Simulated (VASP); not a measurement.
A run of VASP 6.6.1 is set up as follows.

Contents of INCAR:

```
PREC = Accurate
ENCUT = 520
EDIFF = 1E-6
ISMEAR = 0
SIGMA = 0.1
LREAL = Auto
LASPH = T
NELM = 60
ALGO = Normal
ISIF = 2
LWAVE = F
LCHARG = F
NBANDS = 162
```

The input KPOINTS:

```
Automatic mesh
0
Gamma
  4 4 4
```

POSCAR

```
Au
1.0
   -6.0729505978     -6.0729505978      0.0000000000
    0.0000000000     -6.0729505978      6.0729505978
   -6.0729505978      0.0000000000      6.0729505978
Au
26
Direct
    0.3394356204      0.0000000000      0.0000000000
   -0.0061022871      0.0000000000      0.0000000000
    0.6666666667      0.3272310463      0.0000000000
    0.3394356204      0.3272310463      0.0000000000
   -0.0001811929      0.3331521405      0.0005435786
    0.6666666667      0.6727689537      0.0000000000
    0.3335145262      0.6668478595     -0.0005435786
   -0.0061022871      0.6727689537      0.0000000000
    0.6666666667      0.0000000000      0.3272310463
    0.3394356204      0.0000000000      0.3272310463
   -0.0001811929      0.0005435786      0.3331521405
    0.6672102453      0.3331521405      0.3331521405
    0.3340135135      0.3326531531      0.3326531531
   -0.0001811929      0.3331521405      0.3331521405
    0.6666666667      0.6727689537      0.3272310463
    0.3340135135      0.6673468469      0.3326531531
    0.9993198198      0.6673468469      0.3326531531
    0.6666666667      0.0000000000      0.6727689537
    0.3335145262     -0.0005435786      0.6668478595
   -0.0061022871      0.0000000000      0.6727689537
    0.6666666667      0.3272310463      0.6727689537
    0.3340135135      0.3326531531      0.6673468469
    0.9993198198      0.3326531531      0.6673468469
    0.6661230881      0.6668478595      0.6668478595
    0.3335145262      0.6668478595      0.6668478595
   -0.0006801802      0.6673468469      0.6673468469
```

Potentials or basis: VASP PAW LDA potentials, release 64 (Au).

Run with:

```bash
$ cat potpaw_LDA.64/Au/POTCAR > POTCAR
$ mpirun -np 1 vasp_std > vasp.out
```

Problem. What does it give for the pressure?

Solution. -2.5 GPa.

Problem. What does it give for the band gap on the k mesh?

Solution. Zero (bands 143 and 144 overlap by 2.40 eV).

Problem. Estimate the largest force.

Solution. 0.007 eV/Å.

Forces in eV/Å, atoms in the order of the input:
```
Au  -0.005 -0.005  0.000
Au   0.005  0.005  0.000
Au   0.000  0.005 -0.005
Au  -0.005  0.000 -0.005
Au  -0.004  0.004  0.004
Au   0.000 -0.005  0.005
Au   0.004 -0.004 -0.004
Au   0.005  0.000  0.005
Au   0.005  0.000 -0.005
Au   0.000 -0.005 -0.005
Au   0.004 -0.004  0.004
Au  -0.004 -0.004 -0.004
Au   0.000  0.000 -0.005
Au   0.004  0.004 -0.004
Au   0.005 -0.005  0.000
Au   0.000 -0.005  0.000
Au   0.005  0.000  0.000
Au  -0.005  0.000  0.005
Au  -0.004  0.004 -0.004
Au   0.000  0.005  0.005
Au  -0.005  0.005  0.000
Au  -0.005  0.000  0.000
Au   0.000  0.005  0.000
Au   0.004  0.004  0.004
Au  -0.004 -0.004  0.004
Au   0.000  0.000  0.005
```

Caveat: the cell differs from its parent crystal (atoms taken out, then relaxed in part); spin-orbit coupling is left out, which moves the levels of the heavy elements.
